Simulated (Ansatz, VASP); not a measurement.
**One calculation of K, two programs**

```
K
1.0
     8.00000    0.00000    0.00000
     0.00000    8.30000    0.00000
     0.00000    0.00000    8.60000
K
1
Direct
  0.00000 0.00000 0.00000
```

Alike in both runs: task single point; functional PBE; k mesh 1 × 1 × 1; occupations fermi-dirac, width 0.1 eV; collinear spin.

|  | VASP | Ansatz |
| --- | --- | --- |
| version | VASP 6.6.1 | Ansatz 0.2 development build |
| potentials or method | VASP PAW PBE potentials, release 64 (K_sv) | PAW hard, scalar-relativistic |
| plane-wave cutoff (eV) | 400 | 390 |

Ansatz gave:

- net moment per atom (μB): 0.16
- size of the moment on the site where the two differ most (μB): 0.11

Question: Which values does VASP return?

Answer: net moment per atom (μB): 0.22; size of the moment on the site where the two differ most (μB): 0.01.

Site moments also hang on the region over which each program counts them.
